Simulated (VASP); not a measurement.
# Mg3Zn2O: relaxation of cell and atoms with PBE

Crystal: Mg3Zn2O.

```
Mg Zn O
1.0
     2.31246   -5.97496    0.00000
     2.31246    5.97496    0.00000
     0.00000    0.00000    4.54658
Mg Zn O
3 2 1
Direct
  0.34614 0.65386 0.00000
  0.65386 0.34614 0.00000
  0.00000 0.00000 0.50000
  0.00000 0.50000 0.50000
  0.50000 0.00000 0.50000
  0.50000 0.50000 0.00000
```

The cell was generated, and may not be a known phase.

| Quantity | Value |
| --- | --- |
| Program | VASP 6.6.1 |
| Task | relaxation of cell and atoms |
| Functional | PBE |
| Potentials or basis | VASP PAW PBE potentials, release 64 (Mg, Zn, O) |
| Cutoff | 600 eV |
| k mesh | 10 × 10 × 8 |
| Occupations | gaussian, width 0.1 eV |
| Spin | no spin polarisation |
| Dipole correction | no |
| Further INCAR settings | ALGO = Fast; EDIFF = 1e-06; IBRION = 2; EDIFFG = -0.01; NSW = 100; ISIF = 3 |

```yaml
Relaxed_volume: 20.93 Å³/atom
Relaxed_cell: a = 6.452 Å, b = 6.452 Å, c = 4.497 Å, α = 90.00°, β = 90.00°, γ = 137.87°
Space_group_after_relaxing_to_0.1_Å: Cmmm (No. 65)
Energy_gained_by_relaxing: 0.4 meV/atom
Ionic_steps: 11
Pressure_after_relaxing: 0.0 GPa
Band_gap_on_the_k_mesh: zero (bands 18 and 19 overlap by 1.61 eV)
```

Step by step:
```tsv
step	energy change (eV)	largest force (eV/Å)	pressure (GPa)	volume (Å³)
1	0.0000	0.0594	0.09	125.64
2	-0.0012	0.0484	-0.11	125.85
3	-0.0012	0.0610	-0.13	125.87
4	-0.0019	0.0267	-0.07	125.65
5	-0.0019	0.0066	-0.01	125.52
6	-0.0019	0.0110	0.00	125.55
7	-0.0021	0.0177	-0.02	125.49
8	-0.0023	0.0344	0.02	125.28
9	-0.0024	0.0209	0.07	125.29
10	-0.0024	0.0029	0.07	125.29
11	-0.0024	0.0003	-0.01	125.58
```

Final structure:
```
Mg Zn O
1.0
     2.31893   -6.02060    0.00000
     2.31893    6.02060    0.00000
     0.00000    0.00000    4.49728
Mg Zn O
3 2 1
Direct
  0.34687 0.65313 0.00000
  0.65313 0.34687 0.00000
  0.00000 0.00000 0.50000
  0.00000 0.50000 0.50000
  0.50000 0.00000 0.50000
  0.50000 0.50000 0.00000
```

Levels at points of the mesh, in eV from the Fermi level:
```csv
k point,band 15,band 16,band 17,band 18,band 19,band 20,band 21,band 22
"(0.00, 0.00, 0.00)",-2.45,-1.09,-0.67,-0.41,0.15,0.53,1.90,3.60
"(0.50, 0.00, 0.00)",-2.96,-2.30,-0.45,-0.18,1.83,2.06,2.98,3.05
"(0.50, 0.50, 0.00)",-2.56,-2.36,-0.63,-0.05,0.68,2.17,3.26,4.07
"(0.00, 0.00, 0.50)",-2.70,-2.40,-1.09,0.12,1.14,1.98,2.12,2.22
"(0.50, 0.00, 0.50)",-3.08,-2.69,-1.89,-1.27,-0.69,1.01,2.94,3.20
"(0.50, 0.50, 0.50)",-2.57,-2.43,-0.81,0.12,0.42,1.60,2.31,4.41
```

Wall time 92 min on 1 thread of Oxide Virtual Turin-like Processor (shared host), peak memory 0.7 GiB.
